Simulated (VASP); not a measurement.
Crystal: SnSe2.

```
CELL_PARAMETERS angstrom
3.81100 0.00000 0.00000
-1.90550 3.30042 0.00000
0.00000 0.00000 6.13600
ATOMIC_POSITIONS crystal
Sn 0.00000 0.00000 0.00000
Se 0.66667 0.33333 0.75100
Se 0.33333 0.66667 0.24900
```

Base run:

* Program: VASP 6.6.1
* Functional: PBE-based screened hybrid with 15 % exact exchange
* Potentials or basis: VASP PAW PBE potentials, release 64 (Sn_d, Se)
* Cutoff: 400 eV
* k mesh: 5 × 5 × 3
* Occupations: fermi-dirac, width 0.05 eV
* Spin: no spin polarisation

Its results: band gap on the k mesh 1.22 eV (least direct gap 1.57 eV); pressure 3.9 GPa; largest force 0.476 eV/Å.

The run is repeated on the same cell with these changes: functional from PBE-based screened hybrid with 15 % exact exchange to PBE; cutoff from 400 eV to 500 eV; occupations from fermi-dirac, width 0.05 eV to fermi-dirac, width 0.03 eV. What comes out?

Band gap on the k mesh 0.79 eV (least direct gap 1.09 eV); pressure 5.8 GPa; largest force 0.760 eV/Å.

Caveats: the cell stands under pressure; spin-orbit coupling is left out, which moves the levels of the heavy elements; an odd mesh through Γ misses points on the zone boundary, where band edges can lie; the PAW data sets were made with another functional, which shifts forces and pressure a little (at least some runs); this functional lacks dispersion, which binds the layers, so the pressure and a relaxed spacing across them are unreliable (at least some runs).
